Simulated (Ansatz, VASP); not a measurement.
## Two plane-wave programs on TiAl

The input INCAR:

```
ALGO = Fast
EDIFF = 1E-6
ENCUT = 520
GGA = PS
ISIF = 2
ISMEAR = 0
LASPH = T
LCHARG = F
LREAL = F
LWAVE = F
NBANDS = 14
NELM = 60
PREC = Accurate
SIGMA = 0.15
```

Contents of KPOINTS:

```
k-points
0
Gamma
  18 18 10
```

The input POSCAR:

```
TiAl
1.0
    2.8672622327      0.0000000000      0.0000000000
   -1.4336311163      2.4831219328      0.0000000000
    0.0000000000      0.0000000000      4.6780830000
Ti Al
1 1
Direct
   -0.0550124175     -0.0402718846      0.0000000000
    0.3333333333      0.6666666667      0.5000000000
```

Input for Ansatz:

```yaml
crystal:
  lattice:
    - [2.8672622327, 0.0, 0.0]
    - [-1.4336311163, 2.4831219328, 0.0]
    - [0.0, 0.0, 4.678083]
  atoms:
    - { symbol: Ti, position: [-0.0550124175, -0.0402718846, 0.0] }
    - { symbol: Al, position: [0.3333333333, 0.6666666667, 0.5] }
basis:
  ecutwfc: 420
kpoints:
  mp_grid: { grid: [18, 18, 10] }
hamiltonian:
  xc: pbesol
scf:
  occupations: { method: gaussian, width: 0.15 }
output:
  forces: true
  stress: true
  eigenvalues: true
```

Alike in both runs: task single point; functional PBEsol; k mesh 18 × 18 × 10; occupations gaussian, width 0.15 eV; no spin polarisation.

|  | VASP | Ansatz |
| --- | --- | --- |
| version | VASP 6.6.1 | Ansatz 0.2.0 |
| potentials or method | VASP PAW PBE potentials, release 64 (Ti_sv, Al), cutoff 520 eV | scalar-relativistic, plane waves, PAW |
| valence electrons in the cell | 15 | 15 |

```csv
,VASP,Ansatz,Ansatz less VASP
gap on the k mesh at the Fermi level (eV),none,none,-
pressure (GPa),-2.8,-2.7,+0.15
"traceless stress, the component that is largest in VASP (GPa)",1.63,1.67,+0.041
rms of the force components (eV/Å),0.178,0.178,-0.0001
```

VASP's potentials were made for PBE, not for PBEsol. Atom by atom the forces differ by 0.000 eV/Å (rms over components). A gap of «none» marks a metal or a gap that the smearing closes.
